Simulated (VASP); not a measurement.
# Ge (P6_3/mmc) in VASP: notebook

The runs below take Ge through single point, with r2SCAN.

Program: VASP 6.6.1. These are calculated values, not measurements. Logs are shortened: lines on timing, memory, paths and dates and some standing lists are left out, and cuts for length are marked.

## 1. The cell of the first run

The structure is hexagonal, space group P6_3/mmc (No. 194). The conventional cell has a = 4.078 Å, b = 4.078 Å, c = 6.725 Å, α = 90.00°, β = 90.00°, γ = 120.00°. Within 3.3 Å of Ge (site symmetry 3m) lie 4 Ge at 2.50 to 2.52 Å.

This isn't the form of Ge at room conditions, which is diamond.

## 2. Single point, r2SCAN (strain +2.0%)

The input, POSCAR:

```
Ge
1.0
    4.0775675154      0.0000000000      0.0000000000
   -2.0387837577      3.5312770540      0.0000000000
    0.0000000000      0.0000000000      6.7246759057
Ge
4
Direct
    0.3333333333      0.6666666667      0.0003695990
    0.6666666667      0.3333333333      0.5003695990
    0.3333333333      0.6666666667      0.3746304010
    0.6666666667      0.3333333333      0.8746304010
```

The input, INCAR.step1:

```
SYSTEM = Ge
PREC = Accurate ; ENCUT = 520
ISMEAR = -1 ; SIGMA = 0.02
LREAL = .FALSE. ; LASPH = .TRUE.
NELM = 80 ; NBANDS = 36
GGA = PE ; ALGO = Normal
EDIFF = 1E-4 ; LWAVE = .TRUE.
LCHARG = .FALSE.
```

The input, INCAR.step2:

```
SYSTEM = Ge
PREC = Accurate ; ENCUT = 520
EDIFF = 1E-7 ; ISMEAR = -1
SIGMA = 0.02 ; LREAL = .FALSE.
LASPH = .TRUE. ; NELM = 80
ALGO = Normal ; ISIF = 2
LWAVE = .FALSE. ; LCHARG = .FALSE.
METAGGA = R2SCAN ; LMIXTAU = .TRUE.
NBANDS = 36 ; ISTART = 1
```

The input, KPOINTS:

```
regular mesh
0
G
  12 12 4
  0 0 0
```

Potentials or basis: VASP PAW PBE potentials, release 64 (Ge_d).

Started as:

```sh
> cat potpaw_PBE.64/Ge_d/POTCAR > POTCAR
> cp INCAR.step1 INCAR
> mpirun -np 1 vasp_std > vasp.out
> cp INCAR.step2 INCAR
> mpirun -np 1 vasp_std > vasp.out
```

OUTCAR:

```text
SYSTEM = Ge
   PREC = Accurate
   ENCUT = 520
   EDIFF = 1E-7
   ISMEAR = -1
   LREAL = .FALSE.
   LASPH = .TRUE.
   NELM = 80
   ISIF = 2
   METAGGA = R2SCAN
   ISTART = 1

 ion  position               nearest neighbor table
   1  0.333  0.667  0.000-   4 2.50   4 2.50   4 2.50   3 2.52
   2  0.667  0.333  0.500-   3 2.50   3 2.50   3 2.50   4 2.52
   3  0.333  0.667  0.375-   2 2.50   2 2.50   2 2.50   1 2.52
   4  0.667  0.333  0.875-   1 2.50   1 2.50   1 2.50   2 2.52

  LATTYP: Found a hexagonal cell.
 ALAT       =     4.0775675154
 C/A-ratio  =     1.6491881202

  Lattice vectors:

 A1 = (   4.0775675154,   0.0000000000,   0.0000000000)
 A2 = (  -2.0387837577,   3.5312770540,   0.0000000000)
 A3 = (   0.0000000000,   0.0000000000,   6.7246759057)

Analysis of symmetry for initial positions (statically):
=====================================================================
 Subroutine PRICEL returns:
 Original cell was already a primitive cell.

 Routine SETGRP: Setting up the symmetry group for a
 hexagonal supercell.

 Subroutine GETGRP returns: Found 24 space group operations
 (whereof  6 operations were pure point group operations)
 out of a pool of 24 trial point group operations.

The static configuration has the point symmetry C_3v.
 The point group associated with its full space group is D_6h.

Analysis of symmetry for dynamics (positions and initial velocities):
=====================================================================
 Subroutine PRICEL returns:
 Original cell was already a primitive cell.

 Routine SETGRP: Setting up the symmetry group for a
 hexagonal supercell.

 Subroutine GETGRP returns: Found 24 space group operations
 (whereof  6 operations were pure point group operations)
 out of a pool of 24 trial point group operations.

The dynamic configuration has the point symmetry C_3v.
 The point group associated with its full space group is D_6h.

 Subroutine INISYM returns: Found 24 space group operations
 (whereof  6 operations are pure point group operations),
 and found     1 'primitive' translations

----------------------------------------------------------------------------------------

                                     Primitive cell

  volume of cell :      96.8287

  direct lattice vectors                    reciprocal lattice vectors
     4.077567515  0.000000000  0.000000000     0.245244253  0.141591836  0.000000000
    -2.038783758  3.531277054  0.000000000     0.000000000  0.283183671  0.000000000
     0.000000000  0.000000000  6.724675906     0.000000000  0.000000000  0.148706051

  length of vectors
     4.077567515  4.077567515  6.724675906     0.283183671  0.283183671  0.148706051

  position of ions in fractional coordinates (direct lattice)
     0.333333333  0.666666667  0.000369599
     0.666666667  0.333333333  0.500369599
     0.333333333  0.666666667  0.374630401
     0.666666667  0.333333333  0.874630401

  ion indices of the primitive-cell ions
   primitive index   ion index
                 1           1
                 2           2
                 3           3
                 4           4

----------------------------------------------------------------------------------------

 KPOINTS: regular mesh

Automatic generation of k-mesh.
 Grid dimensions read from file:
 generate k-points for:   12   12    4

 Generating k-lattice:

  Cartesian coordinates                     Fractional coordinates (reciprocal lattice)
     0.020437021  0.011799320  0.000000000     0.083333333  0.000000000  0.000000000
     0.000000000  0.023598639  0.000000000     0.000000000  0.083333333  0.000000000
     0.000000000  0.000000000  0.037176513     0.000000000  0.000000000  0.250000000

  Length of vectors
     0.023598639  0.023598639  0.037176513

  Shift w.r.t. Gamma in fractional coordinates (k-lattice)
     0.000000000  0.000000000  0.000000000

 Subroutine IBZKPT returns following result:
 ===========================================

 Found     57 irreducible k-points:

 Following reciprocal coordinates:
            Coordinates               Weight
  0.000000  0.000000  0.000000      1.000000
  0.083333 -0.000000  0.000000      6.000000
  0.166667 -0.000000  0.000000      6.000000
  0.250000 -0.000000  0.000000      6.000000
  0.333333 -0.000000  0.000000      6.000000
  0.416667 -0.000000  0.000000      6.000000
[... 16 lines left out ...]
  0.250000 -0.000000  0.250000     12.000000
  0.333333 -0.000000  0.250000     12.000000
 [... further k-points ...]
   k-points           NKPTS =     57   k-points in BZ     NKDIM =     57   number of bands    NBANDS=     36
   number of dos      NEDOS =    301   number of ions     NIONS =      4
   total plane-waves  NPLWV =  45000
   dimension x,y,z NGX =    30 NGY =   30 NGZ =   50
   dimension x,y,z NGXF=    60 NGYF=   60 NGZF=  100
   ions per type =               4
   NGX,Y,Z   is equivalent  to a cutoff of  12.23, 12.23, 12.36 a.u.
   NGXF,Y,Z  is equivalent  to a cutoff of  24.46, 24.46, 24.72 a.u.
 SYSTEM =  Ge
   PREC   = accura    normal or accurate (medium, high low for compatibility)
   ISTART =      1    job   : 0-new  1-cont  2-samecut
   ICHARG =      0    charge: 1-file 2-atom 10-const
   ISPIN  =      1    spin polarized calculation?
   LNONCOLLINEAR =      F non collinear calculations
   LSORBIT =      F    spin-orbit coupling
   LASPH  =      T    aspherical Exc in radial PAW
   ENCUT  =  520.0 eV  38.22 Ry    6.18 a.u.   7.58  7.58 12.50*2*pi/ulx,y,z
   NELM   =     80;   NELMIN=  2; NELMDL=  0     # of ELM steps
   EDIFF  = 0.1E-06   stopping-criterion for ELM
   LREAL  =      F    real-space projection
   EDIFFG = 0.1E-05   stopping-criterion for IOM
   NSW    =      0    number of steps for IOM
   IBRION =     -1    ionic relax: 0-MD 1-quasi-New 2-CG
   NFREE  =      0    steps in history (QN), initial steepest desc. (CG)
   ISIF   =      2    stress and relaxation
   ISYM   =      2    0-nonsym 1-usesym 2-fastsym
   POTIM  = 0.5000    time-step for ionic-motion
   TEBEG  =    0.0;   TEEND  =   0.0 temperature during run
   PSTRESS=    0.0 pullay stress
   NELECT =      56.0000    total number of electrons
   NUPDOWN=      -1.0000    fix difference up-down
   EMIN   =  10.00;   EMAX   =-10.00  energy-range for DOS
   EFERMI =   0.00;   METHOD = LEGACY
   ISMEAR =    -1;   SIGMA  =   0.02  broadening in eV -4-tet -1-fermi 0-gaus
   EFERMI_NEDOS =   21; number of points for ismear=-14 and -15
   IALGO  =     38    algorithm
   IMIX   =      4    mixing-type and parameters
     AMIX     =   0.40;   BMIX     =  1.00
     AMIX_MAG =   1.60;   BMIX_MAG =  1.00
  volume/ion in A,a.u.               =      24.21       163.36
  Fermi-wavevector in a.u.,A,eV,Ry     =   1.363963  2.577517 25.312229  1.860396
  Thomas-Fermi vector in A             =   2.490321
   LORBIT       =      0    0 simple, 1 ext, 2 COOP (PROOUT), +10 PAW based schemes
   METAGGA = R2SCAN    functional components
   LHFCALC =     F    Hartree Fock is set to
   AEXX    =    0.0000 exact exchange contribution
   IVDW    =     0    specifies the selected vdW correction
   LEPSILON=     F    determine dielectric tensor
   LRPA    =     F    only Hartree local field effects (RPA)
 non-spin polarized calculation
  energy-cutoff  :      520.00
  volume of cell :       96.83
 maximum number of plane-waves:      2634
   NGX = 15   NGY = 15   NGZ = 25

 number of electron      55.9999952 magnetization

 Free energy of the ion-electron system (eV)
  ---------------------------------------------------
  ext. energy  EPLUGINS =         0.00000000
  ---------------------------------------------------
  free energy    TOTEN  =       -55.35702599 eV

  energy without entropy =      -55.35695193  energy(sigma->0) =      -55.35698896

 E-fermi :   4.2729     XC(G=0): -10.4686

 val. band max:        4.2319721313   @ k =   0.0000   0.0000   0.0000
 cond. band min:       4.3241369289   @ k =   0.0000   0.0000   0.0000
 fundamental gap:      0.0921647976
 Fermi energy:         4.2729333890

 k-point     1 :       0.0000    0.0000    0.0000
  band No.  band energies     occupation
      1     -21.2759      2.00000
      2     -21.2758      2.00000
      3     -21.2424      2.00000
      4     -21.2416      2.00000
      5     -21.2416      2.00000
      6     -21.2303      2.00000
[... 28 lines left out ...]
     35       8.9194      0.00000
     36      10.7912      0.00000

 k-point     2 :       0.0833   -0.0000    0.0000
  band No.  band energies     occupation
      1     -21.2801      2.00000
      2     -21.2772      2.00000
      3     -21.2464      2.00000
      4     -21.2438      2.00000
      5     -21.2416      2.00000
      6     -21.2248      2.00000
[... 28 lines left out ...]
     35       9.2243      0.00000
     36      11.1532      0.00000

 k-point     3 :       0.1667   -0.0000    0.0000
  band No.  band energies     occupation
      1     -21.2874      2.00000
      2     -21.2800      2.00000
      3     -21.2540      2.00000
      4     -21.2489      2.00000
      5     -21.2407      2.00000
      6     -21.2163      2.00000
[... 28 lines left out ...]
     35      10.0229      0.00000
     36      10.4448      0.00000
[... 742 lines left out ...]
 k-point    23 :       0.2500   -0.0000    0.2500
  band No.  band energies     occupation
      1     -21.2862      2.00000
      2     -21.2790      2.00000
      3     -21.2595      2.00000
      4     -21.2593      2.00000
      5     -21.2417      2.00000
      6     -21.2129      2.00000
[... 28 lines left out ...]
     35      10.6033      0.00000
     36      10.9753      0.00000

 k-point    24 :       0.3333   -0.0000    0.2500
  band No.  band energies     occupation
      1     -21.2869      2.00000
      2     -21.2807      2.00000
      3     -21.2657      2.00000
      4     -21.2625      2.00000
      5     -21.2357      2.00000
      6     -21.2078      2.00000
[... 28 lines left out ...]
     35      11.6113      0.00000
     36      11.6228      0.00000

 [... further k-points ...]

------------------------ aborting loop because EDIFF is reached ----------------------------------------

  FORCE on cell =-STRESS in cart. coord.  units (eV):
  Direction    XX          YY          ZZ          XY          YZ          ZX
  --------------------------------------------------------------------------------------
  -------------------------------------------------------------------------------------
  Total       -2.1861100     -2.1861100     -2.1021308      0.0000000      0.0000000      0.0000000
  in kB      -36.1724796    -36.1724796    -34.7829175      0.0000000      0.0000000      0.0000000
  external PRESSURE =     -35.7092922 kB  Pullay stress =       0.0000000 kB

 VOLUME and BASIS-vectors are now :
 -----------------------------------------------------------------------------
  energy-cutoff  :      520.00
  volume of cell :       96.83
      direct lattice vectors                 reciprocal lattice vectors
     4.077567515  0.000000000  0.000000000     0.245244253  0.141591836  0.000000000
    -2.038783758  3.531277054  0.000000000     0.000000000  0.283183671  0.000000000
     0.000000000  0.000000000  6.724675906     0.000000000  0.000000000  0.148706051

 POSITION                                       TOTAL-FORCE (eV/Angst)
 -----------------------------------------------------------------------------------
     -0.00000      2.35418      0.00249        -0.000000      0.000000     -0.009044
      2.03878      1.17709      3.36482         0.000000     -0.000000     -0.009044
     -0.00000      2.35418      2.51927        -0.000000      0.000000      0.009044
      2.03878      1.17709      5.88161         0.000000      0.000000      0.009044
 -----------------------------------------------------------------------------------
    total drift:                               -0.000000      0.000000     -0.001090

  FREE ENERGIE OF THE ION-ELECTRON SYSTEM (eV)
  ---------------------------------------------------
  free  energy   TOTEN  =       -55.3570259879 eV

  energy  without entropy=      -55.3569519251  energy(sigma->0) =      -55.35698896
```

Run time: 6.2 min. Hardware: 1 thread of Intel Xeon 6975P-C (Granite Rapids), shared host; peak memory 0.3 GiB.

What came out:

```
Free energy            : -55.3570 eV
Pressure               : -3.6 GPa
Largest force          : 0.009 eV/Å
Band gap on the k mesh : 0.09 eV
```

Forces in eV/Å, atoms in the order of the input:
```
Ge   0.000  0.000 -0.009
Ge   0.000  0.000 -0.009
Ge   0.000  0.000  0.009
Ge   0.000  0.000  0.009
```

Levels at points of the mesh, in eV from the valence-band top:
| k point | band 25 | band 26 | band 27 | band 28 | band 29 | band 30 | band 31 | band 32 |
| --- | --- | --- | --- | --- | --- | --- | --- | --- |
| (0.00, 0.00, 0.00) | -1.48 | -0.21 | -0.17 | 0.00 | 0.09 | 0.09 | 2.40 | 2.40 |
| (0.50, 0.00, 0.00) | -4.46 | -3.03 | -2.70 | -1.44 | 0.78 | 1.74 | 3.82 | 3.91 |
| (0.00, 0.00, 0.50) | -0.86 | -0.86 | -0.86 | -0.86 | 0.74 | 0.74 | 3.52 | 3.52 |
| (0.50, 0.00, 0.50) | -2.51 | -2.51 | -2.38 | -2.38 | 0.68 | 0.68 | 2.42 | 2.42 |

Caveat: the cell differs from its parent crystal (strain +2.0%); the cell stands under tension; the PAW data sets were made with another functional, which shifts forces and pressure a little. A k mesh can miss the band edges.

(Continued in part 2 of 2.)
